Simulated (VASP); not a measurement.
Runs of VASP 6.6.1 on KF. The structure is that of space group F-43m (No. 216), or close to it. The cells are those of the table. 

```csv
task,level,cell,k mesh,cutoff (eV),smearing,gap on the mesh (eV),pressure (GPa)
single point,PBE,"a = 4.209 Å, angles 60.0°, 2 atoms",8 × 8 × 8,520,gaussian 0.02 eV,5.05,0.0
relaxation of cell and atoms,PBE,"relaxed from a = 4.581 Å, angles 60.0°, 2 atoms",6 × 6 × 6,600,gaussian 0.02 eV,5.05,0.0
single point,r2SCAN,"a = 4.209 Å, angles 60.0°, 2 atoms",8 × 8 × 8,520,gaussian 0.02 eV,5.64,-0.9
single point,PBE,"a = 4.209 Å, angles 60.0°, 2 atoms",6 × 6 × 6,520,gaussian 0.02 eV,5.05,0.0
single point,PBE,"a = 4.581 Å, angles 60.0°, 2 atoms",4 × 4 × 4,520,gaussian 0.1 eV,(a),-2.9
relaxation of cell and atoms,PBE,"relaxed from a = 4.209 Å, angles 60.0°, 2 atoms",8 × 8 × 8,600,gaussian 0.02 eV,5.05,0.0
```

Alike in all rows: potentials or basis VASP PAW PBE potentials, release 64 (K_sv, F); no spin polarisation.

Fill in the values left out.

(a) 4.40.

Caveats: the PAW data sets were made with another functional, which shifts forces and pressure a little (at least some runs); the relaxation stopped at its first step, so nothing moved (at least some runs).

A k mesh can miss the band edges.
